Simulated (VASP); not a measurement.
ZnCu: single point with PBEsol

The system is ZnCu.

```xyz
2
Lattice="2.9450 0.0000 0.0000 0.0000 2.9450 0.0000 0.0000 0.0000 2.9450" Properties=species:S:1:pos:R:3 pbc="T T T"
Zn    1.4725    1.4725    1.4725
Cu    0.0000    0.0000    0.0000
```

```json
{
 "Program": "VASP 6.6.1",
 "Task": "single point",
 "Functional": "PBEsol",
 "Potentials or basis": "VASP PAW PBE potentials, release 64 (Zn, Cu)",
 "Cutoff": "520 eV",
 "k mesh": "5 × 5 × 5",
 "Occupations": "fermi-dirac, width 0.05 eV",
 "Spin": "no spin polarisation"
}
```

```yaml
Pressure: -3.4 GPa
```

Levels at points of the mesh, in eV from the Fermi level:
```
           k point  band 8  band 9  band 10  band 11  band 12  band 13  band 14  band 15
(0.00, 0.00, 0.00)   -3.63   -2.79    -2.79    -2.79     6.11     6.11     6.11    11.18
```

Run time: 5.2 s on 1 thread of Intel Xeon 6975P-C, on a shared host, peak memory 0.13 GiB.

Caveat: the k points lie up to 0.43 Å⁻¹ apart; the PAW data sets were made with another functional, which shifts forces and pressure a little.
